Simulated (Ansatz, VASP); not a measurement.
**Ga2B3As5: VASP beside Ansatz**

```
Ga B As
1.0
    -1.81342    1.81342   13.25819
     1.81342   -1.81342   13.25819
     1.81342    1.81342  -13.25819
Ga B As
2 3 5
Cartesian
  0.0000 0.0000 23.7827
  0.0000 0.0000 2.7336
  0.0000 0.0000 13.2582
  0.0000 0.0000 18.7218
  0.0000 0.0000 7.7946
  0.0000 1.8134 1.1557
  1.8134 0.0000 4.3113
  0.0000 1.8134 6.6291
  1.8134 0.0000 8.9469
  0.0000 1.8134 12.1025
```

Alike in both runs: functional PBE; k mesh 6 × 6 × 6; occupations gaussian, width 0.1 eV; no spin polarisation.

Ansatz relaxed the structure, and its values are those at the end. VASP's run is a single point on that final structure, the one shown.

|  | VASP | Ansatz |
| --- | --- | --- |
| version | VASP 6.6.1 | Ansatz 0.2.0 |
| potentials or method | VASP PAW PBE potentials, release 64 (Ga_d, B, As), cutoff 520 eV | scalar-relativistic, plane waves, PAW |
| valence electrons in the cell | 60 | 110 |

```csv
,VASP,Ansatz,Ansatz less VASP
gap on the k mesh at the Fermi level (eV),0.41,0.42,+0.008
least direct gap on the mesh (eV),0.41,0.42,+0.008
pressure (GPa),0.3,0.0,-0.31
rms of the force components (eV/Å),0.006,0.003,-0.0025
```

The functional is the same, so the differences come from potentials, cutoffs and numerics. VASP's potentials hold 60 valence electrons a cell and Ansatz's 110, so a difference there can come from the potentials and not from the codes.
